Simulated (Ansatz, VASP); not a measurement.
**Two plane-wave programs on MgS**

```
S Mg
1.0
     0.00000    2.63004    2.63004
     2.63004    0.00000    2.63004
     2.63004    2.63004    0.00000
S Mg
1 1
Cartesian
  1.3150 1.3150 1.3150
  0.0000 0.0000 0.0000
```

Alike in both runs: task single point; functional PBE0; k mesh 6 × 6 × 6; occupations gaussian, width 0.05 eV; no spin polarisation.

```csv
,VASP,Ansatz
version,VASP 6.6.1,Ansatz 0.2.0
potentials or method,"VASP PAW PBE potentials, release 64 (S, Mg)",Ansatz PAW
plane-wave cutoff (eV),520,420
valence electrons in the cell,8,16
```

|  | VASP | Ansatz | Ansatz less VASP |
| --- | --- | --- | --- |
| gap on the k mesh at the Fermi level (eV) | 5.33 | 5.32 | -0.002 |
| least direct gap on the mesh (eV) | 6.51 | 6.50 | -0.007 |
| pressure (GPa) | 20.3 | 20.4 | +0.12 |

VASP's potentials hold 8 valence electrons a cell and Ansatz's 16, so a difference there can come from the potentials and not from the codes.
